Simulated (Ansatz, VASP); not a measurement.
ZnS: VASP beside Ansatz

Contents of INCAR:

```
ALGO = Normal ; EDIFF = 1E-6
ENCUT = 500 ; GGA = PS
GGA_COMPAT = F ; ISIF = 2
ISMEAR = -1 ; LASPH = T
LCHARG = F ; LREAL = F
LWAVE = F ; NBANDS = 16
NELM = 120 ; PREC = Accurate
SIGMA = 0.05
```

File KPOINTS:

```
k-points
0
Gamma
  7 7 7
```

File POSCAR:

```
ZnS
1.0
    0.0000000000      2.8100800000      2.7020000000
    2.8100800000      0.0000000000      2.7020000000
    2.8100800000      2.8100800000      0.0000000000
Zn S
1 1
Direct
    0.7500000000      0.7500000000      0.7500000000
    0.0000000000      0.0000000000      0.0000000000
```

The input input.yaml:

```yaml
crystal:
  lattice:
    - [0.0, 2.81008, 2.702]
    - [2.81008, 0.0, 2.702]
    - [2.81008, 2.81008, 0.0]
  atoms:
    - { symbol: Zn, position: [0.75, 0.75, 0.75] }
    - { symbol: S, position: [0.0, 0.0, 0.0] }
hamiltonian:
  xc: pbesol
  pseudopotentials: { kind: paw }
kpoints:
  mp_grid: { grid: [7, 7, 7] }
  band_path:
    path:
      - [[0.0, 0.0, 0.0], [0.0, 0.5, 0.5], [0.2704, 0.5, 0.7704], [0.3852, 0.3852, 0.7704], [0.0, 0.0, 0.0], [-0.5, -0.5, 0.0], [-0.3852, -0.3852, 0.2296], [0.0, 0.0, 0.5], [-0.25, 0.25, 0.5], [-0.5, -0.2704, 0.2296], [-0.5, -0.5, 0.0]]
      - [[0.0, 0.5, 0.5], [-0.25, 0.25, 0.5]]
    npoints: 14
scf:
  occupations: { method: fermi_dirac, width: 0.05 }
  n_extra_bands: 6
output:
  forces: true
  stress: true
  eigenvalues: true
  fatbands: false
```

Alike in both runs: functional PBEsol; k mesh 7 × 7 × 7; occupations fermi-dirac, width 0.05 eV; no spin polarisation.

```csv
,VASP,Ansatz
version,VASP 6.6.1,Ansatz 0.2.0
potentials or method,"VASP PAW PBE potentials, release 64 (Zn, S)",Ansatz PAW
plane-wave cutoff (eV),500,420
valence electrons in the cell,18,18
task,single point,band structure
```

|  | VASP | Ansatz | Ansatz less VASP |
| --- | --- | --- | --- |
| gap on the k mesh at the Fermi level (eV) | 1.56 | 1.56 | -0.001 |
| least direct gap on the mesh (eV) | 1.56 | 1.56 | -0.001 |
| pressure (GPa) | -6.4 | -6.6 | -0.15 |
| traceless stress, the component that is largest in VASP (GPa) | 1.09 | 1.10 | +0.006 |

VASP's potentials were made for PBE, not for PBEsol. The functional is the same, so the differences come from potentials, cutoffs and numerics.
